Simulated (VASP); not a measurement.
# MnS (Rambergite) (P6_3mc) in VASP: a series of runs

MnS (Rambergite) is run at these levels: PBE; tasks: single point.

Program: VASP 6.6.1. These are calculated values, not measurements. Logs are shortened: lines on timing, memory, paths and dates and some standing lists are left out, and cuts for length are marked.

## (1) The cell of the first run

The structure is hexagonal, space group P6_3mc (No. 186). Conventional cell: a = 3.381 Å, b = 3.381 Å, c = 6.014 Å, α = 90.00°, β = 90.00°, γ = 120.00°. Within 2.8 Å of Mn (site symmetry 3m) lie 4 S at 2.13 to 2.16 Å. Within 2.8 Å of S (site symmetry 3m) lie 4 Mn at 2.13 to 2.16 Å.

## (2) Single point, PBE (volume scaled by 0.960)

Contents of INCAR:

```
PREC     = Accurate       # precision mode
ENCUT    = 520            # plane-wave cutoff, eV
EDIFF    = 1E-6           # SCF threshold, eV
ISMEAR   = 0              # smearing method
SIGMA    = 0.05           # smearing width, eV
LREAL    = False          # projectors in reciprocal space
LASPH    = True           # aspherical terms in the spheres
NELM     = 80             # most SCF steps
ALGO     = Normal         # electronic algorithm
ISIF     = 2              # what is computed and relaxed
LWAVE    = False          # write WAVECAR
LCHARG   = False          # write CHGCAR
GGA      = PE             # functional
NBANDS   = 27             # bands
```

Contents of KPOINTS:

```
Automatic mesh
0
Gamma
  12 12 6
```

Contents of POSCAR:

```
MnS
1.0
    3.3813247957      0.0000000000      0.0000000000
   -1.6906623979      2.9283131715      0.0000000000
    0.0000000000      0.0000000000      6.0144436126
Mn S
2 2
Direct
    0.3333333333      0.6666666667      0.0125569402
    0.6666666667      0.3333333333      0.5125569402
    0.3333333333      0.6666666667      0.3724430598
    0.6666666667      0.3333333333      0.8724430598
```

Potentials or basis: VASP PAW PBE potentials, release 64 (Mn_pv, S).

Started as:

```sh
$ cat potpaw_PBE.64/Mn_pv/POTCAR potpaw_PBE.64/S/POTCAR > POTCAR
$ mpirun -np 1 vasp_std > vasp.out
```

OUTCAR:

```text
PREC = Accurate
   ENCUT = 520
   EDIFF = 1E-6
   ISMEAR = 0
   LREAL = False
   LASPH = True
   NELM = 80
   ISIF = 2
   GGA = PE

 ion  position               nearest neighbor table
   1  0.333  0.667  0.013-   4 2.13   4 2.13   4 2.13   3 2.16
   2  0.667  0.333  0.513-   3 2.13   3 2.13   3 2.13   4 2.16
   3  0.333  0.667  0.372-   2 2.13   2 2.13   2 2.13   1 2.16
   4  0.667  0.333  0.872-   1 2.13   1 2.13   1 2.13   2 2.16

  LATTYP: Found a hexagonal cell.
 ALAT       =     3.3813247957
 C/A-ratio  =     1.7787240138

  Lattice vectors:

 A1 = (   3.3813247957,   0.0000000000,   0.0000000000)
 A2 = (  -1.6906623979,   2.9283131715,   0.0000000000)
 A3 = (   0.0000000000,   0.0000000000,   6.0144436126)

Analysis of symmetry for initial positions (statically):
=====================================================================
 Subroutine PRICEL returns:
 Original cell was already a primitive cell.

 Routine SETGRP: Setting up the symmetry group for a
 hexagonal supercell.

 Subroutine GETGRP returns: Found 12 space group operations
 (whereof  6 operations were pure point group operations)
 out of a pool of 24 trial point group operations.

The static configuration has the point symmetry C_3v.
 The point group associated with its full space group is C_6v.

Analysis of symmetry for dynamics (positions and initial velocities):
=====================================================================
 Subroutine PRICEL returns:
 Original cell was already a primitive cell.

 Routine SETGRP: Setting up the symmetry group for a
 hexagonal supercell.

 Subroutine GETGRP returns: Found 12 space group operations
 (whereof  6 operations were pure point group operations)
 out of a pool of 24 trial point group operations.

The dynamic configuration has the point symmetry C_3v.
 The point group associated with its full space group is C_6v.

 Subroutine INISYM returns: Found 12 space group operations
 (whereof  6 operations are pure point group operations),
 and found     1 'primitive' translations

----------------------------------------------------------------------------------------

                                     Primitive cell

  volume of cell :      59.5525

  direct lattice vectors                    reciprocal lattice vectors
     3.381324796  0.000000000  0.000000000     0.295742072  0.170746765  0.000000000
    -1.690662398  2.928313172  0.000000000     0.000000000  0.341493529  0.000000000
     0.000000000  0.000000000  6.014443613     0.000000000  0.000000000  0.166266419

  length of vectors
     3.381324796  3.381324796  6.014443613     0.341493529  0.341493529  0.166266419

  position of ions in fractional coordinates (direct lattice)
     0.333333333  0.666666667  0.012556940
     0.666666667  0.333333333  0.512556940
     0.333333333  0.666666667  0.372443060
     0.666666667  0.333333333  0.872443060

  ion indices of the primitive-cell ions
   primitive index   ion index
                 1           1
                 2           2
                 3           3
                 4           4

----------------------------------------------------------------------------------------

 KPOINTS: Automatic mesh

Automatic generation of k-mesh.
 Grid dimensions read from file:
 generate k-points for:   12   12    6

 Generating k-lattice:

  Cartesian coordinates                     Fractional coordinates (reciprocal lattice)
     0.024645173  0.014228897  0.000000000     0.083333333 -0.000000000  0.000000000
     0.000000000  0.028457794  0.000000000     0.000000000  0.083333333  0.000000000
     0.000000000  0.000000000  0.027711070     0.000000000  0.000000000  0.166666667

  Length of vectors
     0.028457794  0.028457794  0.027711070

  Shift w.r.t. Gamma in fractional coordinates (k-lattice)
     0.000000000  0.000000000  0.000000000

 Subroutine IBZKPT returns following result:
 ===========================================

 Found     76 irreducible k-points:

 Following reciprocal coordinates:
            Coordinates               Weight
  0.000000  0.000000  0.000000      1.000000
  0.083333 -0.000000  0.000000      6.000000
  0.166667 -0.000000  0.000000      6.000000
  0.250000 -0.000000  0.000000      6.000000
  0.333333  0.000000  0.000000      6.000000
  0.416667 -0.000000  0.000000      6.000000
[... 16 lines left out ...]
  0.250000 -0.000000  0.166667     12.000000
  0.333333  0.000000  0.166667     12.000000
 [... further k-points ...]
   k-points           NKPTS =     76   k-points in BZ     NKDIM =     76   number of bands    NBANDS=     27
   number of dos      NEDOS =    301   number of ions     NIONS =      4
   total plane-waves  NPLWV =  37632
   dimension x,y,z NGX =    28 NGY =   28 NGZ =   48
   dimension x,y,z NGXF=    56 NGYF=   56 NGZF=   96
   ions per type =               2   2
   NGX,Y,Z   is equivalent  to a cutoff of  13.77, 13.77, 13.27 a.u.
   NGXF,Y,Z  is equivalent  to a cutoff of  27.53, 27.53, 26.54 a.u.
 SYSTEM =  unknown system
   PREC   = accura    normal or accurate (medium, high low for compatibility)
   ISTART =      0    job   : 0-new  1-cont  2-samecut
   ICHARG =      2    charge: 1-file 2-atom 10-const
   ISPIN  =      1    spin polarized calculation?
   LNONCOLLINEAR =      F non collinear calculations
   LSORBIT =      F    spin-orbit coupling
   LASPH  =      T    aspherical Exc in radial PAW
   ENCUT  =  520.0 eV  38.22 Ry    6.18 a.u.   6.29  6.29 11.18*2*pi/ulx,y,z
   NELM   =     80;   NELMIN=  2; NELMDL= -5     # of ELM steps
   EDIFF  = 0.1E-05   stopping-criterion for ELM
   LREAL  =      F    real-space projection
   EDIFFG = 0.1E-04   stopping-criterion for IOM
   NSW    =      0    number of steps for IOM
   IBRION =     -1    ionic relax: 0-MD 1-quasi-New 2-CG
   NFREE  =      0    steps in history (QN), initial steepest desc. (CG)
   ISIF   =      2    stress and relaxation
   ISYM   =      2    0-nonsym 1-usesym 2-fastsym
   POTIM  = 0.5000    time-step for ionic-motion
   TEBEG  =    0.0;   TEEND  =   0.0 temperature during run
   PSTRESS=    0.0 pullay stress
   NELECT =      38.0000    total number of electrons
   NUPDOWN=      -1.0000    fix difference up-down
   EMIN   =  10.00;   EMAX   =-10.00  energy-range for DOS
   EFERMI =   0.00;   METHOD = LEGACY
   ISMEAR =     0;   SIGMA  =   0.05  broadening in eV -4-tet -1-fermi 0-gaus
   EFERMI_NEDOS =   21; number of points for ismear=-14 and -15
   IALGO  =     38    algorithm
   IMIX   =      4    mixing-type and parameters
     AMIX     =   0.40;   BMIX     =  1.00
     AMIX_MAG =   1.60;   BMIX_MAG =  1.00
  volume/ion in A,a.u.               =      14.89       100.47
  Fermi-wavevector in a.u.,A,eV,Ry     =   1.409406  2.663391 27.026951  1.986425
  Thomas-Fermi vector in A             =   2.531465
   LORBIT       =      0    0 simple, 1 ext, 2 COOP (PROOUT), +10 PAW based schemes
   GGA     = PE    functional components
   LHFCALC =     F    Hartree Fock is set to
   AEXX    =    0.0000 exact exchange contribution
   IVDW    =     0    specifies the selected vdW correction
   LEPSILON=     F    determine dielectric tensor
   LRPA    =     F    only Hartree local field effects (RPA)
 non-spin polarized calculation
 Gauss-broadening in eV      SIGMA  =   0.05
  energy-cutoff  :      520.00
  volume of cell :       59.55
 maximum number of plane-waves:      1622
 NGX is ok and might be reduce to    28
   NGX = 13   NGY = 13   NGZ = 23

 number of electron      37.9999997 magnetization

 Free energy of the ion-electron system (eV)
  ---------------------------------------------------
  ext. energy  EPLUGINS =         0.00000000
  ---------------------------------------------------
  free energy    TOTEN  =       -27.00509562 eV

  energy without entropy =      -26.99704354  energy(sigma->0) =      -27.00106958

 E-fermi :   7.6030     XC(G=0): -11.3317

 val. band max:        7.6024800912   @ k =   0.0833   0.0833   0.3333
 cond. band min:       7.6059252585   @ k =   0.3333   0.2500   0.5000
 fundamental gap:      0.0034451674
 Fermi energy:         7.6030125668

 k-point     1 :       0.0000    0.0000    0.0000
  band No.  band energies     occupation
      1     -40.2138      2.00000
      2     -40.1923      2.00000
      3     -40.0300      2.00000
      4     -40.0300      2.00000
      5     -40.0274      2.00000
      6     -40.0274      2.00000
[... 19 lines left out ...]
     26      13.9781      0.00000
     27      14.6753      0.00000

 k-point     2 :       0.0833   -0.0000    0.0000
  band No.  band energies     occupation
      1     -40.2132      2.00000
      2     -40.1924      2.00000
      3     -40.0319      2.00000
      4     -40.0306      2.00000
      5     -40.0294      2.00000
      6     -40.0278      2.00000
[... 19 lines left out ...]
     26      14.3065      0.00000
     27      14.9575      0.00000

 k-point     3 :       0.1667   -0.0000    0.0000
  band No.  band energies     occupation
      1     -40.2116      2.00000
      2     -40.1927      2.00000
      3     -40.0371      2.00000
      4     -40.0347      2.00000
      5     -40.0319      2.00000
      6     -40.0290      2.00000
[... 19 lines left out ...]
     26      14.7929      0.00000
     27      15.0955      0.00000

 k-point     4 :       0.2500   -0.0000    0.0000
  band No.  band energies     occupation
      1     -40.2093      2.00000
      2     -40.1933      2.00000
      3     -40.0443      2.00000
      4     -40.0420      2.00000
      5     -40.0339      2.00000
      6     -40.0306      2.00000
[... 19 lines left out ...]
     26      14.2863      0.00000
     27      15.3177      0.00000

 k-point     5 :       0.3333    0.0000    0.0000
  band No.  band energies     occupation
      1     -40.2066      2.00000
      2     -40.1942      2.00000
      3     -40.0514      2.00000
      4     -40.0492      2.00000
      5     -40.0358      2.00000
      6     -40.0322      2.00000
[... 19 lines left out ...]
     26      13.8433      0.00000
     27      15.1138      0.00000

 k-point     6 :       0.4167   -0.0000    0.0000
  band No.  band energies     occupation
      1     -40.2042      2.00000
      2     -40.1954      2.00000
      3     -40.0567      2.00000
      4     -40.0545      2.00000
      5     -40.0372      2.00000
      6     -40.0334      2.00000
[... 444 lines left out ...]
      1     -40.2118      2.00000
      2     -40.1938      2.00000
      3     -40.0318      2.00000
      4     -40.0304      2.00000
      5     -40.0295      2.00000
      6     -40.0280      2.00000
[... 19 lines left out ...]
     26      14.2372      0.00000
     27      14.9441      0.00000

 k-point    22 :       0.1667   -0.0000    0.1667
  band No.  band energies     occupation
      1     -40.2104      2.00000
      2     -40.1940      2.00000
      3     -40.0370      2.00000
      4     -40.0349      2.00000
      5     -40.0318      2.00000
      6     -40.0292      2.00000
[... 19 lines left out ...]
     26      14.8275      0.00000
     27      15.1188      0.00000

 k-point    23 :       0.2500   -0.0000    0.1667
  band No.  band energies     occupation
      1     -40.2082      2.00000
      2     -40.1944      2.00000
      3     -40.0441      2.00000
      4     -40.0421      2.00000
      5     -40.0336      2.00000
      6     -40.0308      2.00000
[... 19 lines left out ...]
     26      14.4800      0.00000
     27      15.2777      0.00000

 k-point    24 :       0.3333    0.0000    0.1667
  band No.  band energies     occupation
      1     -40.2058      2.00000
      2     -40.1951      2.00000
      3     -40.0513      2.00000
      4     -40.0493      2.00000
      5     -40.0355      2.00000
      6     -40.0325      2.00000
[... 19 lines left out ...]
     26      14.1003      0.00000
     27      15.3601      0.00000

 [... further k-points ...]
[... 5 lines left out ...]
  --------------------------------------------------------------------------------------
  -------------------------------------------------------------------------------------
  Total        2.0894935      2.0894935      2.0874103     -0.0000000      0.0000000     -0.0000000
  in kB       56.2149384     56.2149384     56.1588941     -0.0000000      0.0000000     -0.0000000
  external PRESSURE =      56.1962570 kB  Pullay stress =       0.0000000 kB

 VOLUME and BASIS-vectors are now :
 -----------------------------------------------------------------------------
  energy-cutoff  :      520.00
  volume of cell :       59.55
      direct lattice vectors                 reciprocal lattice vectors
     3.381324796  0.000000000  0.000000000     0.295742072  0.170746765  0.000000000
    -1.690662398  2.928313172  0.000000000     0.000000000  0.341493529  0.000000000
     0.000000000  0.000000000  6.014443613     0.000000000  0.000000000  0.166266419

 POSITION                                       TOTAL-FORCE (eV/Angst)
 -----------------------------------------------------------------------------------
     -0.00000      1.95221      0.07552         0.000000      0.000000      0.004223
      1.69066      0.97610      3.08274        -0.000000     -0.000000      0.004223
     -0.00000      1.95221      2.24004        -0.000000     -0.000000     -0.004223
      1.69066      0.97610      5.24726         0.000000      0.000000     -0.004223
 -----------------------------------------------------------------------------------
    total drift:                               -0.000000     -0.000000     -0.001784

  FREE ENERGIE OF THE ION-ELECTRON SYSTEM (eV)
  ---------------------------------------------------
  free  energy   TOTEN  =       -27.0050956153 eV

  energy  without entropy=      -26.9970435414  energy(sigma->0) =      -27.00106958
```

Wall time 1.8 min (1 thread of Intel Xeon Platinum 8259CL at 2.50GHz (Skylake/Cascade Lake), shared host); peak memory 0.24 GiB.

What came out:

| Property | Result |
| --- | --- |
| Free energy | -27.0051 eV |
| Pressure | 5.6 GPa |
| Largest force | 0.004 eV/Å |
| Band gap on the k mesh | zero (band 19 reaches 8.52 eV, above the bottom of band 20 at 7.43 eV) |

Forces on the atoms (eV/Å):
```
Mn   0.000  0.000  0.004
Mn   0.000  0.000  0.004
S    0.000  0.000 -0.004
S    0.000  0.000 -0.004
```

Caveat: the cell differs from its parent crystal (volume scaled by 0.960); the run has no spin polarisation, though such a crystal can be magnetic; semilocal functionals often make such compounds metallic where correlation or magnetic order opens a gap, which also shifts bond lengths.

## (3) Single point, PBE (volume scaled by 0.980)

INCAR, as its differences from that of step 2:

```diff
@@ -7,3 +7,3 @@
 LASPH    = True           # aspherical terms in the spheres
-NELM     = 80             # most SCF steps
+NELM     = 100            # most SCF steps
 ALGO     = Normal         # electronic algorithm
```

Contents of KPOINTS:

```
regular mesh
0
Gamma
  12 12 6
```

Contents of POSCAR:

```
MnS
1.0
    3.4213521219      0.0000000000      0.0000000000
   -1.7106760609      2.9629778529      0.0000000000
    0.0000000000      0.0000000000      5.9969238141
Mn S
2 2
Direct
    0.3333333333      0.6666666667      0.0111561790
    0.6666666667      0.3333333333      0.5111561790
    0.3333333333      0.6666666667      0.3738438210
    0.6666666667      0.3333333333      0.8738438210
```

Potentials or basis: VASP PAW PBE potentials, release 64 (Mn_pv, S).

Started as:

```sh
$ cat potpaw_PBE.64/Mn_pv/POTCAR potpaw_PBE.64/S/POTCAR > POTCAR
$ mpirun -np 1 vasp_std > vasp.out
```

It took 97 s on 1 thread of Intel Xeon Platinum 8259CL at 2.50GHz (Skylake/Cascade Lake), shared host; peak memory 0.25 GiB.

The run converged. Its results:

| Property | Result |
| --- | --- |
| Free energy | -27.0376 eV |
| Pressure | 2.8 GPa |
| Largest force | 0.005 eV/Å |
| Band gap on the k mesh | zero (band 19 reaches 8.35 eV, above the bottom of band 20 at 7.18 eV) |

Forces in eV/Å, atoms in the order of the input:
```
Mn   0.000  0.000 -0.005
Mn   0.000  0.000 -0.005
S    0.000  0.000  0.005
S    0.000  0.000  0.005
```

Stress tensor (GPa, compression positive):
```
2.77 0.00 0.00
0.00 2.77 0.00
0.00 0.00 2.88
```

Levels at points of the mesh, in eV from the Fermi level:
| k point | band 17 | band 18 | band 19 | band 20 | band 21 | band 22 |
| --- | --- | --- | --- | --- | --- | --- |
| (0.00, 0.00, 0.00) | -0.52 | -0.46 | -0.46 | 2.08 | 2.08 | 3.29 |
| (0.50, 0.00, 0.00) | -0.25 | -0.17 | -0.17 | -0.04 | 0.33 | 0.41 |
| (0.00, 0.00, 0.50) | -0.68 | -0.68 | 0.98 | 0.98 | 2.77 | 2.77 |
| (0.50, 0.00, 0.50) | -0.25 | -0.25 | -0.20 | -0.20 | 0.82 | 0.82 |

Caveat: the cell differs from its parent crystal (volume scaled by 0.980); the run has no spin polarisation, though such a crystal can be magnetic; semilocal functionals often make such compounds metallic where correlation or magnetic order opens a gap, which also shifts bond lengths. Spin polarisation is off, so any magnetic state and its effect on volume and gap are missing.

## (4) Single point, PBE

This run uses another cell than the first one, of 15.51 Å³/atom, 1.042 times its volume.

Contents of INCAR:

```
ALGO = Normal
EDIFF = 1E-6
ENCUT = 520
GGA = PE
ISIF = 2
ISMEAR = 0
LASPH = T
LCHARG = F
LREAL = F
LWAVE = F
NBANDS = 27
NELM = 80
PREC = Accurate
SIGMA = 0.05
```

Contents of KPOINTS:

```
k-points
0
Gamma
  12 12 6
```

Contents of POSCAR:

```
MnS
1.0
    3.4515860431      0.0000000000      0.0000000000
   -1.7257930215      2.9891611967      0.0000000000
    0.0000000000      0.0000000000      6.0125762170
Mn S
2 2
Direct
    0.3333333333      0.6666666667      0.0104739061
    0.6666666667      0.3333333333      0.5104739061
    0.3333333333      0.6666666667      0.3745260939
    0.6666666667      0.3333333333      0.8745260939
```

Started as:

```sh
$ cat potpaw_PBE.64/Mn_pv/POTCAR potpaw_PBE.64/S/POTCAR > POTCAR
$ mpirun -np 1 vasp_std > vasp.out
```

It took 99 s on 1 thread of Intel Xeon Platinum 8259CL at 2.50GHz (Skylake/Cascade Lake), shared host; peak memory 0.25 GiB.

The run converged. Its results:

| Quantity | Value |
| --- | --- |
| Free energy | -27.0489 eV |
| Pressure | 0.1 GPa |
| Band gap on the k mesh | zero (band 19 reaches 8.14 eV, above the bottom of band 20 at 6.94 eV) |

Forces on the atoms (eV/Å):
```
Mn   0.000  0.000 -0.003
Mn   0.000  0.000 -0.003
S    0.000  0.000  0.003
S    0.000  0.000  0.003
```

Levels at points of the mesh, in eV from the Fermi level:
```csv
k point,band 16,band 17,band 18,band 19,band 20,band 21,band 22,band 23
"(0.00, 0.00, 0.00)",-0.98,-0.48,-0.44,-0.44,2.03,2.03,3.22,3.63
"(0.50, 0.00, 0.00)",-1.29,-0.26,-0.18,-0.18,-0.04,0.32,0.41,1.57
"(0.00, 0.00, 0.50)",-0.66,-0.66,-0.66,0.98,0.98,2.70,2.70,2.70
"(0.50, 0.00, 0.50)",-0.83,-0.25,-0.25,-0.21,-0.21,0.82,0.82,1.25
```

Caveat: the run has no spin polarisation, though such a crystal can be magnetic; semilocal functionals often make such compounds metallic where correlation or magnetic order opens a gap, which also shifts bond lengths. With open d or f shells a metallic result of PBE can be an artefact of self-interaction; +U or a hybrid may open a gap.

## (5) Summary

| cell | gap on the mesh (eV) | pressure (GPa) |
| --- | --- | --- |
| a = 3.381, b = 3.381, c = 6.014 Å, angles 90.0, 90.0, 120.0°, 4 atoms | none | 5.6 |
| a = 3.421, b = 3.421, c = 5.997 Å, angles 90.0, 90.0, 120.0°, 4 atoms | none | 2.8 |
| a = 3.452, b = 3.452, c = 6.013 Å, angles 90.0, 90.0, 120.0°, 4 atoms | none | 0.1 |

Alike in all rows: task single point; level PBE; potentials or basis VASP PAW PBE potentials, release 64 (Mn_pv, S); no spin polarisation; k mesh 12 × 12 × 6; cutoff (eV) 520; smearing gaussian 0.05 eV.

Caveats: the run has no spin polarisation, though such a crystal can be magnetic; semilocal functionals often make such compounds metallic where correlation or magnetic order opens a gap, which also shifts bond lengths.

Total energies depend on the potentials used, so only differences within one code and one set of settings carry meaning.
